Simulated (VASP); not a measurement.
# Sb (Cmcm) in VASP: a series of runs

Runs on Sb. Level: r2SCAN. Tasks: single point.

Everything below comes from runs of VASP 6.6.1. Logs are shortened: lines on timing, memory, paths and dates and some standing lists are left out, and cuts for length are marked.

## (1) The cell of the first run

The structure is orthorhombic, space group Cmcm (No. 63). Conventional cell: a = 3.167 Å, b = 6.185 Å, c = 5.330 Å, α = 90.00°, β = 90.00°, γ = 90.00°. Within 4.2 Å of Sb (site symmetry m2m) lie 12 Sb at 3.17 to 3.47 Å.

## (2) Single point, r2SCAN (strain -0.0600 x Voigt [1, -1, 0, 0, 0, 0])

The input, POSCAR:

```
Sb
1.0
    3.1668601687      0.0000000000      0.0000000000
   -1.5834300844      3.0926981252      0.0000000000
    0.0000000000      0.0000000000      5.3300000000
Sb
2
Direct
    0.3333333333      0.6666666667      0.2500000000
    0.6666666667      0.3333333333      0.7500000000
```

The input, INCAR.step1:

```
PREC = Accurate
ENCUT = 520
ISMEAR = 0
SIGMA = 0.15
LREAL = F
LASPH = T
NELM = 100
NBANDS = 12
GGA = PE
ALGO = Normal
EDIFF = 1E-4
LWAVE = T
LCHARG = F
```

The input, INCAR.step2:

```
PREC = Accurate
ENCUT = 520
EDIFF = 1E-6
ISMEAR = 0
SIGMA = 0.15
LREAL = F
LASPH = T
NELM = 100
ALGO = Normal
ISIF = 2
LWAVE = F
LCHARG = F
METAGGA = R2SCAN
LMIXTAU = T
NBANDS = 12
ISTART = 1
```

The input, KPOINTS:

```
Automatic mesh
0
Gamma
  18 18 10
```

Potentials or basis: VASP PAW PBE potentials, release 64 (Sb).

The run is started by

```sh
> cat potpaw_PBE.64/Sb/POTCAR > POTCAR
> cp INCAR.step1 INCAR
> mpirun -np 1 vasp_std > vasp.out
> cp INCAR.step2 INCAR
> mpirun -np 1 vasp_std > vasp.out
```

OUTCAR:

```text
PREC = Accurate
   ENCUT = 520
   EDIFF = 1E-6
   ISMEAR = 0
   LREAL = F
   LASPH = T
   NELM = 100
   ISIF = 2
   METAGGA = R2SCAN
   ISTART = 1

 ion  position               nearest neighbor table
   1  0.333  0.667  0.250-   2 3.27   2 3.27   2 3.27   2 3.27   2 3.37   2 3.37
   2  0.667  0.333  0.750-   1 3.27   1 3.27   1 3.27   1 3.27   1 3.37   1 3.37

  LATTYP: Found a base centered orthorhombic cell.
 ALAT       =     3.1668601687
 B/A-ratio  =     1.9531636766
 C/A-ratio  =     1.6830550501

  Lattice vectors:

 A1 = (   1.5834300844,  -3.0926981252,   0.0000000000)
 A2 = (   1.5834300843,   3.0926981252,   0.0000000000)
 A3 = (   0.0000000000,   0.0000000000,   5.3300000000)

Analysis of symmetry for initial positions (statically):
=====================================================================
 Subroutine PRICEL returns:
 Original cell was already a primitive cell.

 Routine SETGRP: Setting up the symmetry group for a
 base centered orthorhombic supercell.

 Subroutine GETGRP returns: Found  8 space group operations
 (whereof  4 operations were pure point group operations)
 out of a pool of  8 trial point group operations.

The static configuration has the point symmetry C_2h.
 The point group associated with its full space group is D_2h.

Analysis of symmetry for dynamics (positions and initial velocities):
=====================================================================
 Subroutine PRICEL returns:
 Original cell was already a primitive cell.

 Routine SETGRP: Setting up the symmetry group for a
 base centered orthorhombic supercell.

 Subroutine GETGRP returns: Found  8 space group operations
 (whereof  4 operations were pure point group operations)
 out of a pool of  8 trial point group operations.

The dynamic configuration has the point symmetry C_2h.
 The point group associated with its full space group is D_2h.

 Subroutine INISYM returns: Found  8 space group operations
 (whereof  4 operations are pure point group operations),
 and found     1 'primitive' translations

----------------------------------------------------------------------------------------

                                     Primitive cell

  volume of cell :      52.2028

  direct lattice vectors                    reciprocal lattice vectors
     3.166860169  0.000000000  0.000000000     0.315770178  0.161671130  0.000000000
    -1.583430084  3.092698125  0.000000000     0.000000000  0.323342260  0.000000000
     0.000000000  0.000000000  5.330000000     0.000000000  0.000000000  0.187617261

  length of vectors
     3.166860169  3.474483059  5.330000000     0.354751124  0.323342260  0.187617261

  position of ions in fractional coordinates (direct lattice)
     0.333333333  0.666666667  0.250000000
     0.666666667  0.333333333  0.750000000

  ion indices of the primitive-cell ions
   primitive index   ion index
                 1           1
                 2           2

----------------------------------------------------------------------------------------

 KPOINTS: Automatic mesh

Automatic generation of k-mesh.
 Grid dimensions read from file:
 generate k-points for:   18   18   10

 Generating k-lattice:

  Cartesian coordinates                     Fractional coordinates (reciprocal lattice)
     0.017542788  0.008981729  0.000000000     0.055555556 -0.000000000  0.000000000
     0.000000000  0.017963459  0.000000000     0.000000000  0.055555556  0.000000000
     0.000000000  0.000000000  0.018761726     0.000000000  0.000000000  0.100000000

  Length of vectors
     0.019708396  0.017963459  0.018761726

  Shift w.r.t. Gamma in fractional coordinates (k-lattice)
     0.000000000  0.000000000  0.000000000

 Subroutine IBZKPT returns following result:
 ===========================================

 Found    546 irreducible k-points:

 Following reciprocal coordinates:
            Coordinates               Weight
  0.000000  0.000000  0.000000      1.000000
  0.055556 -0.000000  0.000000      4.000000
  0.111111 -0.000000  0.000000      4.000000
  0.166667 -0.000000  0.000000      4.000000
  0.222222 -0.000000  0.000000      4.000000
  0.277778  0.000000  0.000000      4.000000
[... 16 lines left out ...]
 -0.333333  0.055556  0.000000      4.000000
 -0.277778  0.055556  0.000000      4.000000
 [... further k-points ...]
   k-points           NKPTS =    546   k-points in BZ     NKDIM =    546   number of bands    NBANDS=     12
   number of dos      NEDOS =    301   number of ions     NIONS =      2
   total plane-waves  NPLWV =  26880
   dimension x,y,z NGX =    24 NGY =   28 NGZ =   40
   dimension x,y,z NGXF=    48 NGYF=   56 NGZF=   80
   ions per type =               2
   NGX,Y,Z   is equivalent  to a cutoff of  12.60, 13.40, 12.48 a.u.
   NGXF,Y,Z  is equivalent  to a cutoff of  25.20, 26.79, 24.95 a.u.
 SYSTEM =  unknown system
   PREC   = accura    normal or accurate (medium, high low for compatibility)
   ISTART =      1    job   : 0-new  1-cont  2-samecut
   ICHARG =      0    charge: 1-file 2-atom 10-const
   ISPIN  =      1    spin polarized calculation?
   LNONCOLLINEAR =      F non collinear calculations
   LSORBIT =      F    spin-orbit coupling
   LASPH  =      T    aspherical Exc in radial PAW
   ENCUT  =  520.0 eV  38.22 Ry    6.18 a.u.   5.89  6.46  9.91*2*pi/ulx,y,z
   NELM   =    100;   NELMIN=  2; NELMDL=  0     # of ELM steps
   EDIFF  = 0.1E-05   stopping-criterion for ELM
   LREAL  =      F    real-space projection
   EDIFFG = 0.1E-04   stopping-criterion for IOM
   NSW    =      0    number of steps for IOM
   IBRION =     -1    ionic relax: 0-MD 1-quasi-New 2-CG
   NFREE  =      0    steps in history (QN), initial steepest desc. (CG)
   ISIF   =      2    stress and relaxation
   ISYM   =      2    0-nonsym 1-usesym 2-fastsym
   POTIM  = 0.5000    time-step for ionic-motion
   TEBEG  =    0.0;   TEEND  =   0.0 temperature during run
   PSTRESS=    0.0 pullay stress
   NELECT =      10.0000    total number of electrons
   NUPDOWN=      -1.0000    fix difference up-down
   EMIN   =  10.00;   EMAX   =-10.00  energy-range for DOS
   EFERMI =   0.00;   METHOD = LEGACY
   ISMEAR =     0;   SIGMA  =   0.15  broadening in eV -4-tet -1-fermi 0-gaus
   EFERMI_NEDOS =   21; number of points for ismear=-14 and -15
   IALGO  =     38    algorithm
   IMIX   =      4    mixing-type and parameters
     AMIX     =   0.40;   BMIX     =  1.00
     AMIX_MAG =   1.60;   BMIX_MAG =  1.00
  volume/ion in A,a.u.               =      26.10       176.14
  Fermi-wavevector in a.u.,A,eV,Ry     =   0.943721  1.783374 12.117476  0.890609
  Thomas-Fermi vector in A             =   2.071456
   LORBIT       =      0    0 simple, 1 ext, 2 COOP (PROOUT), +10 PAW based schemes
   METAGGA = R2SCAN    functional components
   LHFCALC =     F    Hartree Fock is set to
   AEXX    =    0.0000 exact exchange contribution
   IVDW    =     0    specifies the selected vdW correction
   LEPSILON=     F    determine dielectric tensor
   LRPA    =     F    only Hartree local field effects (RPA)
 non-spin polarized calculation
 Gauss-broadening in eV      SIGMA  =   0.15
  energy-cutoff  :      520.00
  volume of cell :       52.20
 maximum number of plane-waves:      1434
   NGX = 11   NGY = 13   NGZ = 19

 number of electron      10.0000001 magnetization

 Free energy of the ion-electron system (eV)
  ---------------------------------------------------
  ext. energy  EPLUGINS =         0.00000000
  ---------------------------------------------------
  free energy    TOTEN  =       -50.53793537 eV

  energy without entropy =      -50.52404125  energy(sigma->0) =      -50.53098831

 E-fermi :   8.8367     XC(G=0): -10.9572

 val. band max:        8.8366364096   @ k =   0.0000   0.4444   0.0000
 cond. band min:       8.8426601960   @ k =   0.1111   0.2222   0.0000
 fundamental gap:      0.0060237864
 Fermi energy:         8.8367162757

 k-point     1 :       0.0000    0.0000    0.0000
  band No.  band energies     occupation
      1      -4.9856      2.00000
      2      -0.4760      2.00000
      3       2.5582      2.00000
      4      11.3103      0.00000
      5      13.0679      0.00000
      6      13.3838      0.00000
      7      15.1560      0.00000
      8      15.4031      0.00000
      9      17.0291      0.00000
     10      18.3635      0.00000
     11      18.7628      0.00000
     12      19.5198      0.00000

 k-point     2 :       0.0556   -0.0000    0.0000
  band No.  band energies     occupation
      1      -4.9232      2.00000
      2      -0.4204      2.00000
      3       2.6231      2.00000
      4      11.0803      0.00000
      5      12.6269      0.00000
      6      13.2999      0.00000
      7      14.9491      0.00000
      8      15.0803      0.00000
      9      17.1678      0.00000
     10      18.5395      0.00000
     11      18.7482      0.00000
     12      19.8316      0.00000

 k-point     3 :       0.1111   -0.0000    0.0000
  band No.  band energies     occupation
      1      -4.7361      2.00000
      2      -0.2548      2.00000
      3       2.8171      2.00000
      4      10.5250      0.00000
      5      11.3420      0.00000
      6      13.2609      0.00000
      7      14.0905      0.00000
      8      14.8246      0.00000
      9      17.1212      0.00000
     10      18.0577      0.00000
     11      19.2847      0.00000
     12      19.5737      0.00000

 k-point     4 :       0.1667   -0.0000    0.0000
  band No.  band energies     occupation
      1      -4.4248      2.00000
      2       0.0168      2.00000
      3       3.1380      2.00000
      4       9.4442      0.00000
      5      10.2916      0.00000
      6      12.4612      0.00000
      7      13.6254      0.00000
      8      14.3223      0.00000
      9      16.2689      0.00000
     10      18.2928      0.00000
     11      18.6862      0.00000
     12      19.3238      0.00000

 k-point     5 :       0.2222   -0.0000    0.0000
  band No.  band energies     occupation
      1      -3.9909      2.00000
      2       0.3844      2.00000
      3       3.5821      2.00000
      4       7.9153      2.00000
      5       9.7067      0.00000
      6      11.2390      0.00000
      7      13.3182      0.00000
      8      13.5359      0.00000
      9      15.2630      0.00000
     10      17.8857      0.00000
     11      18.8420      0.00000
     12      19.1279      0.00000
[... 228 lines left out ...]
      1      -1.4783      2.00000
      2       1.2791      2.00000
      3       4.2444      2.00000
      4       6.0388      2.00000
      5       6.5333      2.00000
      6       8.5439      1.99423
      7       9.6819      0.00000
      8      12.1325      0.00000
      9      13.4231      0.00000
     10      16.2230      0.00000
     11      17.9122      0.00000
     12      18.3516      0.00000

 k-point    22 :      -0.3889    0.0556    0.0000
  band No.  band energies     occupation
      1      -2.2806      2.00000
      2       1.4605      2.00000
      3       4.5606      2.00000
      4       5.2814      2.00000
      5       7.5038      2.00000
      6       9.0482      0.04621
      7      10.7420      0.00000
      8      12.4307      0.00000
      9      13.6374      0.00000
     10      16.6256      0.00000
     11      17.9795      0.00000
     12      18.3576      0.00000

 k-point    23 :      -0.3333    0.0556    0.0000
  band No.  band energies     occupation
      1      -3.0093      2.00000
      2       1.1430      2.00000
      3       4.5665      2.00000
      4       5.5977      2.00000
      5       8.4577      1.99965
      6       9.7731      0.00000
      7      11.8787      0.00000
      8      12.7964      0.00000
      9      14.0513      0.00000
     10      17.1546      0.00000
     11      18.1022      0.00000
     12      18.4529      0.00000

 k-point    24 :      -0.2778    0.0556    0.0000
  band No.  band energies     occupation
      1      -3.6324      2.00000
      2       0.6927      2.00000
      3       3.9431      2.00000
      4       6.9759      2.00000
      5       9.3034      0.00001
      6      10.7110      0.00000
      7      12.9839      0.00000
      8      13.1698      0.00000
      9      14.6949      0.00000
     10      17.8030      0.00000
     11      18.0729      0.00000
     12      18.6506      0.00000

 [... further k-points ...]

------------------------ aborting loop because EDIFF is reached ----------------------------------------

  FORCE on cell =-STRESS in cart. coord.  units (eV):
  Direction    XX          YY          ZZ          XY          YZ          ZX
  --------------------------------------------------------------------------------------
  -------------------------------------------------------------------------------------
  Total        1.2724771      0.7272303      0.9184439     -0.0000000     -0.0000000      0.0000000
  in kB       39.0541275     22.3197306     28.1883465     -0.0000000     -0.0000000      0.0000000
  external PRESSURE =      29.8540682 kB  Pullay stress =       0.0000000 kB

 VOLUME and BASIS-vectors are now :
 -----------------------------------------------------------------------------
  energy-cutoff  :      520.00
  volume of cell :       52.20
      direct lattice vectors                 reciprocal lattice vectors
     3.166860169  0.000000000  0.000000000     0.315770178  0.161671130  0.000000000
    -1.583430084  3.092698125  0.000000000     0.000000000  0.323342260  0.000000000
     0.000000000  0.000000000  5.330000000     0.000000000  0.000000000  0.187617261

 POSITION                                       TOTAL-FORCE (eV/Angst)
 -----------------------------------------------------------------------------------
     -0.00000      2.06180      1.33250        -0.000000      0.130284      0.000000
      1.58343      1.03090      3.99750         0.000000     -0.130284      0.000000
 -----------------------------------------------------------------------------------
    total drift:                                0.000000     -0.000000      0.000000

  FREE ENERGIE OF THE ION-ELECTRON SYSTEM (eV)
  ---------------------------------------------------
  free  energy   TOTEN  =       -50.5379353684 eV

  energy  without entropy=      -50.5240412481  energy(sigma->0) =      -50.53098831
```

Wall time 9 min (1 thread of Oxide Virtual Turin-like, shared host); peak memory 0.37 GiB.

What came out:

| Property | Result |
| --- | --- |
| Free energy | -50.5379 eV |
| Pressure | 3.0 GPa |
| Largest force | 0.130 eV/Å |
| Band gap on the k mesh | zero (bands 5 and 6 overlap by 7.71 eV) |

Forces in eV/Å, atoms in the order of the input:
```
Sb   0.000  0.130  0.000
Sb   0.000 -0.130  0.000
```

Caveat: the cell differs from its parent crystal (strain -0.0600 x Voigt [1, -1, 0, 0, 0, 0]); the PAW data sets were made with another functional, which shifts forces and pressure a little; spin-orbit coupling is left out, which moves the levels of the heavy elements.

## (3) Single point, r2SCAN (strain +0.0600 x Voigt [1, -1, 0, 0, 0, 0])

The input, POSCAR:

```
Sb
1.0
    3.5711401903      0.0000000000      0.0000000000
   -1.7855700952      2.7425813563      0.0000000000
    0.0000000000      0.0000000000      5.3300000000
Sb
2
Direct
    0.3333333333      0.6666666667      0.2500000000
    0.6666666667      0.3333333333      0.7500000000
```

The input, INCAR.step1:

```
ALGO     = Normal         # electronic algorithm
EDIFF    = 1E-4           # SCF threshold, eV
ENCUT    = 520            # plane-wave cutoff, eV
GGA      = PE             # functional
ISMEAR   = 0              # smearing method
LASPH    = True           # aspherical terms in the spheres
LCHARG   = False          # write CHGCAR
LREAL    = False          # projectors in reciprocal space
LWAVE    = True           # write WAVECAR
NBANDS   = 12             # bands
NELM     = 60             # most SCF steps
PREC     = Accurate       # precision mode
SIGMA    = 0.15           # smearing width, eV
```

The input, INCAR.step2:

```
ALGO     = Normal         # electronic algorithm
EDIFF    = 1E-6           # SCF threshold, eV
ENCUT    = 520            # plane-wave cutoff, eV
ISIF     = 2              # what is computed and relaxed
ISMEAR   = 0              # smearing method
ISTART   = 1            
LASPH    = True           # aspherical terms in the spheres
LCHARG   = False          # write CHGCAR
LMIXTAU  = True         
LREAL    = False          # projectors in reciprocal space
LWAVE    = False          # write WAVECAR
METAGGA  = R2SCAN         # meta-GGA
NBANDS   = 12             # bands
NELM     = 60             # most SCF steps
PREC     = Accurate       # precision mode
SIGMA    = 0.15           # smearing width, eV
```

The input, KPOINTS:

```
k-points
0
Gamma
  18 18 10
```

Potentials or basis: VASP PAW PBE potentials, release 64 (Sb).

The run is started by

```sh
> cat potpaw_PBE.64/Sb/POTCAR > POTCAR
> cp INCAR.step1 INCAR
> mpirun -np 1 vasp_std > vasp.out
> cp INCAR.step2 INCAR
> mpirun -np 1 vasp_std > vasp.out
```

It took 18 min on 1 thread of Oxide Virtual Turin-like, shared host; peak memory 0.36 GiB.

It converged, with:

```yaml
Free_energy: -50.5753 eV
Pressure: 2.9 GPa
Largest_force: 0.057 eV/Å
Band_gap_on_the_k_mesh: zero (bands 5 and 6 overlap by 7.44 eV)
```

Forces in eV/Å, atoms in the order of the input:
```
Sb   0.000 -0.057  0.000
Sb   0.000  0.057  0.000
```

Stress tensor (GPa, compression positive):
```
3.85 0.00 0.00
0.00 1.55 0.00
0.00 0.00 3.21
```

Levels at points of the mesh, in eV from the Fermi level:
```
           k point  band 2  band 3  band 4  band 5  band 6  band 7  band 8  band 9
(0.00, 0.00, 0.00)   -9.30   -6.28    2.89    4.00    4.74    5.78    6.38    8.59
(0.50, 0.00, 0.00)   -8.67   -4.47   -3.18   -2.88   -0.18    1.08    4.92    5.34
(0.00, 0.50, 0.00)   -8.12   -4.15   -2.89   -1.80   -1.32    0.00    2.57    3.64
(0.00, 0.00, 0.50)  -12.41   -0.43   -0.43    3.85    3.85    4.99    4.99    8.79
(0.50, 0.00, 0.50)   -9.24   -5.88   -5.88    2.14    2.14    2.55    2.55    6.80
(0.00, 0.50, 0.50)   -8.17   -5.60   -5.60    0.11    0.11    1.91    1.91    5.85
```

Caveat: the cell differs from its parent crystal (strain +0.0600 x Voigt [1, -1, 0, 0, 0, 0]); the PAW data sets were made with another functional, which shifts forces and pressure a little; spin-orbit coupling is left out, which moves the levels of the heavy elements.
